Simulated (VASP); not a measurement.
Set up this calculation in VASP 6.6.1, as the native input.

```
Task                   : single point
Functional             : PBEsol
Potentials or basis    : VASP PAW PBE potentials, release 64 (Si, Ge_d)
Cutoff                 : 520 eV
k mesh                 : 12 × 12 × 6
Occupations            : gaussian, width 0.03 eV
Spin                   : no spin polarisation
Dipole correction      : no
Further INCAR settings : ALGO = Normal; EDIFF = 1e-06; NBANDS = 26
```

The structure of SiGe lies in POSCAR:

```
SiGe
1.0
    4.0018446113      0.0000000000      0.0000000000
   -2.0009223057      3.4656990954      0.0000000000
    0.0000000000      0.0000000000      6.6106243379
Si Ge
2 2
Direct
    0.6666666667      0.3333333333      0.8745463082
    0.3333333333      0.6666666667      0.3745463082
    0.6666666667      0.3333333333      0.4771721773
    0.3333333333      0.6666666667     -0.0228278227
```

This cell differs from its parent crystal: atoms shifted along a free coordinate.

One way to write it, as run:

INCAR

```
SYSTEM = SiGe
ALGO = Normal
EDIFF = 1E-6
ENCUT = 520
GGA = PS
ISIF = 2
ISMEAR = 0
LASPH = .True.
LCHARG = .False.
LREAL = .False.
LWAVE = .False.
NBANDS = 26
NELM = 100
PREC = Accurate
SIGMA = 0.03
```

KPOINTS

```
k-points
0
Gamma
  12 12 6
  0 0 0
```

Potentials or basis: VASP PAW PBE potentials, release 64 (Si, Ge_d).

The run is started by

```sh
$ cat potpaw_PBE.64/Si/POTCAR potpaw_PBE.64/Ge_d/POTCAR > POTCAR
$ mpirun -np 1 vasp_std > vasp.out
```

Results of the run:

```json
{
 "Pressure": "-4.6 GPa",
 "Largest force": "1.208 eV/Å",
 "Band gap on the k mesh": "zero (bands 18 and 19 overlap by 0.44 eV)"
}
```

Caveat: the cell differs from its parent crystal (atoms shifted along a free coordinate); the cell stands under tension; semilocal functionals underestimate gaps, and a narrow one can read as zero; the PAW data sets were made with another functional, which shifts forces and pressure a little.

Run time: 3.2 min on 1 thread of Intel Xeon 8259CL, with other jobs on the host, peak memory 0.3 GiB.
